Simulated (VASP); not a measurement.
# C: single point with PBE

Crystal: C.

```
C
1.0
    -1.92858    1.92858    1.04682
     1.92858   -1.92858    1.04682
     1.92858    1.92858   -1.04682
C
2
Direct
  0.25000 0.75000 0.50000
  0.50000 0.50000 0.00000
```

This cell differs from its parent crystal: Ge replaced by C, lengths x 0.780, strained.

```json
{"Program": "VASP 6.6.1", "Task": "single point", "Functional": "PBE", "Potentials or basis": "VASP PAW PBE potentials, release 64 (C)", "Cutoff": "520 eV", "k mesh": "22 × 22 × 22", "Occupations": "gaussian, width 0.1 eV", "Spin": "no spin polarisation", "Dipole correction": "no", "Further INCAR settings": "ALGO = Normal; EDIFF = 1e-07; NBANDS = 11"}
```

The pressure is -52.5 GPa and the band gap on the k mesh is zero (band 4 reaches 8.44 eV, above the bottom of band 5 at 1.50 eV).

Stress tensor (GPa, compression positive):
```
-61.98   0.00   0.00
  0.00 -61.98   0.00
  0.00   0.00 -33.46
```

Levels at points of the mesh, in eV from the Fermi level:
| k point | band 2 | band 3 | band 4 | band 5 | band 6 | band 7 |
| --- | --- | --- | --- | --- | --- | --- |
| (0.00, 0.00, 0.00) | -3.57 | -3.57 | -3.15 | 7.20 | 7.20 | 7.37 |
| (0.50, 0.00, 0.00) | -8.22 | -3.01 | -2.29 | -2.22 | 3.94 | 4.91 |
| (0.50, 0.50, 0.00) | -13.54 | 0.31 | 0.31 | 3.16 | 3.16 | 7.28 |
| (0.50, 0.50, 0.50) | -10.43 | -8.26 | -8.26 | 6.55 | 6.55 | 9.40 |

Wall time 110 s on 1 thread of Intel(R) Xeon(R) Platinum 8375C CPU @ 2.90GHz (Ice Lake), on a shared host, peak memory 0.22 GiB.

Caveat: the cell differs from its parent crystal (Ge replaced by C, lengths x 0.780, strained).
